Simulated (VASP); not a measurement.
Wanted: the native input for a VASP 6.6.1 run.

```yaml
Task: single point
Functional: revPBE
Potentials_or_basis: VASP PAW PBE potentials, release 64 (Na_pv)
Cutoff: 500 eV
k_mesh: 10 × 10 × 10
Occupations: fermi-dirac, width 0.1 eV
Spin: no spin polarisation
Dipole_correction: no
Further_INCAR_settings: ALGO = Normal; EDIFF = 1e-06; NBANDS = 10
```

The structure of Na lies in POSCAR:

```
Na
1.0
    3.6198272047      0.0000000000      0.0000000000
    0.0000000000      3.6198272047      0.0000000000
    0.0000000000      0.0000000000      3.6198272047
Na
1
Direct
    0.0000000000      0.0000000000      0.0000000000
```

This cell differs from its parent crystal: volume scaled by 1.12.

One way to write it, as run:

INCAR

```
PREC = Accurate
ENCUT = 500
EDIFF = 1E-6
ISMEAR = -1
SIGMA = 0.1
LREAL = False
LASPH = True
NELM = 120
ALGO = Normal
ISIF = 2
LWAVE = False
LCHARG = True
GGA = RE
LELF = True
LVHAR = True
NBANDS = 10
GGA_COMPAT = False
```

KPOINTS

```
regular mesh
0
Gamma
  10 10 10
```

Potentials or basis: VASP PAW PBE potentials, release 64 (Na_pv).

Launch:

```sh
$ cat potpaw_PBE.64/Na_pv/POTCAR > POTCAR
$ mpirun -np 1 vasp_std > vasp.out
```

It gave:

| Quantity | Value |
| --- | --- |
| Pressure | -0.5 GPa |

Caveat: the PAW data sets were made with another functional, which shifts forces and pressure a little.

It took 7.4 s on 1 thread of AMD EPYC 9R45 96-Core Processor (Zen 5) (shared host), peak memory 0.13 GiB.
